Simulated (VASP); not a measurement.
Wanted: the native input for a VASP 6.6.1 run.

| Property | Result |
| --- | --- |
| Task | single point |
| Functional | PBE |
| Potentials or basis | VASP PAW PBE potentials, release 64 (Ba_sv, Ti_sv, O_h) |
| Cutoff | 910 eV |
| k mesh | 8 × 8 × 8 |
| Occupations | fermi-dirac, width 0.02 eV |
| Spin | no spin polarisation |
| Dipole correction | no |
| Further INCAR settings | ALGO = Normal; EDIFF = 1e-06; NBANDS = 28 |

The structure of BaTiO3 lies in POSCAR:

```
BaTiO3
1.0
    2.8276671207      1.6325543733      2.2713773724
   -2.8276671207      1.6325543733      2.2713773724
    0.0000000000     -3.2651087466      2.2713773724
Ba Ti O
1 1 3
Direct
   -0.0002986800     -0.0002986800     -0.0002986800
    0.4900895207      0.4900895207      0.4900895207
    0.5087503897      0.5087503897      0.0140083799
    0.0140083799      0.5087503897      0.5087503897
    0.5087503897      0.0140083799      0.5087503897
```

This cell differs from its parent crystal: z stretched by -2 %, then relaxed in part.

The input as run:

INCAR

```
SYSTEM = BaTiO3
  ALGO = Normal
  EDIFF = 1E-6
  ENCUT = 910
  GGA = PE
  GGA_COMPAT = .False.
  ISIF = 2
  ISMEAR = -1
  LASPH = .True.
  LCHARG = .True.
  LELF = .True.
  LREAL = .False.
  LVHAR = .True.
  LWAVE = .False.
  NBANDS = 28
  NELM = 120
  PREC = Accurate
  SIGMA = 0.02
```

KPOINTS

```
k-points
0
Gamma
  8 8 8
  0 0 0
```

Potentials or basis: VASP PAW PBE potentials, release 64 (Ba_sv, Ti_sv, O_h).

Command:

```console
$ cat potpaw_PBE.64/Ba_sv/POTCAR potpaw_PBE.64/Ti_sv/POTCAR potpaw_PBE.64/O_h/POTCAR > POTCAR
$ mpirun -np 1 vasp_std > vasp.out
```

Results of the run:

- Pressure: 8.8 GPa
- Largest force: 0.033 eV/Å
- Band gap on the k mesh: 2.15 eV (least direct gap 2.48 eV)

Caveat: the cell differs from its parent crystal (z stretched by -2 %, then relaxed in part); the cutoff is under 1.25 times the usual one of these potentials, so pressure, stress and relaxed cells hold a basis-set (Pulay) error; the cell stands under pressure; spin-orbit coupling is left out, which moves the levels of the heavy elements.

Run time: 2.5 min on 1 thread of AMD EPYC 9R45 96-Core Processor (Zen 5), with other jobs on the host, peak memory 0.4 GiB.
